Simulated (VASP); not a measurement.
As, 2 atoms in the cell. The cell holds a slab with vacuum, 2 atoms: a = 3.786 Å, b = 3.786 Å, c = 28.000 Å, α = 90.00°, β = 90.00°, γ = 120.00°. 

```yaml
Program: VASP 6.6.1
Task: single point
Functional: PBE
Potentials_or_basis: VASP PAW PBE potentials, release 64 (As)
Cutoff: 520 eV
k_mesh: 9 × 9 × 1
Occupations: gaussian, width 0.02 eV
Spin: no spin polarisation
Dipole_correction: yes
Further_INCAR_settings: ALGO = Normal; EDIFF = 1e-07; NBANDS = 12
```

Potentials or basis: VASP PAW PBE potentials, release 64 (As).

Launch:

```bash
$ cat potpaw_PBE.64/As/POTCAR > POTCAR
$ mpirun -np 1 vasp_std > vasp.out
```

Hardware: 1 thread of Intel(R) Xeon(R) 6975P-C (Granite Rapids), with other jobs on the host.

Estimate the wall time of this run.

Run time: 51 s on 1 thread of Intel(R) Xeon(R) 6975P-C (Granite Rapids), with other jobs on the host, peak memory 0.37 GiB. Counts: scf iterations 23, k points 12.
